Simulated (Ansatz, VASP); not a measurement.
**Two plane-wave programs on Al2Cu**

File INCAR:

```
SYSTEM = Al2Cu
ALGO     = Normal         ! electronic algorithm
EDIFF    = 1E-7           ! SCF threshold, eV
ENCUT    = 520            ! plane-wave cutoff, eV
GGA      = PS             ! functional
ISIF     = 2              ! what is computed and relaxed
ISMEAR   = 1              ! smearing method
LASPH    = .True.         ! aspherical terms in the spheres
LCHARG   = .False.        ! write CHGCAR
LREAL    = .False.        ! projectors in reciprocal space
LWAVE    = .False.        ! write WAVECAR
NBANDS   = 16             ! bands
NELM     = 80             ! most SCF steps
PREC     = Accurate       ! precision mode
SIGMA    = 0.1            ! smearing width, eV
```

The input KPOINTS:

```
k-points
0
Gamma
  10 10 14
  0 0 0
```

POSCAR

```
Al2Cu
1.0
    4.1051820000      0.0000000000      0.0000000000
    0.0000000000      4.1051820000      0.0000000000
    0.0000000000      0.0000000000      2.8913130000
Al Cu
2 1
Direct
    0.5000000000      0.0000000000      0.5000000000
    0.0000000000      0.5000000000      0.5000000000
    0.0000000000      0.0000000000      0.0000000000
```

Input for Ansatz:

```yaml
crystal:
  lattice:
    - [4.105182, 0.0, 0.0]
    - [0.0, 4.105182, 0.0]
    - [0.0, 0.0, 2.891313]
  atoms:
    - { symbol: Al, position: [0.5, 0.0, 0.5] }
    - { symbol: Al, position: [0.0, 0.5, 0.5] }
    - { symbol: Cu, position: [0.0, 0.0, 0.0] }
basis:
  ecutwfc: 420
kpoints:
  mp_grid: { grid: [10, 10, 14] }
hamiltonian:
  xc: pbesol
scf:
  occupations: { method: cold, width: 0.1 }
output:
  forces: true
  stress: true
  eigenvalues: true
```

Alike in both runs: task single point; functional PBEsol; k mesh 10 × 10 × 14; no spin polarisation.

|  | VASP | Ansatz |
| --- | --- | --- |
| version | VASP 6.6.1 | Ansatz 0.2.0 |
| potentials or method | VASP PAW PBE potentials, release 64 (Al, Cu), cutoff 520 eV | scalar-relativistic, plane waves, PAW |
| occupations | methfessel-paxton of order 1, width 0.1 eV | cold, width 0.1 eV |
| valence electrons in the cell | 17 | 25 |

Ansatz gave:

| Quantity | Value |
| --- | --- |
| gap on the k mesh at the Fermi level (eV) | none |
| pressure (GPa) | -2.4 |
| traceless stress, the component that is largest in VASP (GPa) | -0.59 |

Q: Which values does VASP return?

A: gap on the k mesh at the Fermi level (eV): none; pressure (GPa): -2.2; traceless stress, the component that is largest in VASP (GPa): -0.61.

VASP's potentials were made for PBE, not for PBEsol. A gap of «none» marks a metal or a gap that the smearing closes. VASP's potentials hold 17 valence electrons a cell and Ansatz's 25, so a difference there can come from the potentials and not from the codes.
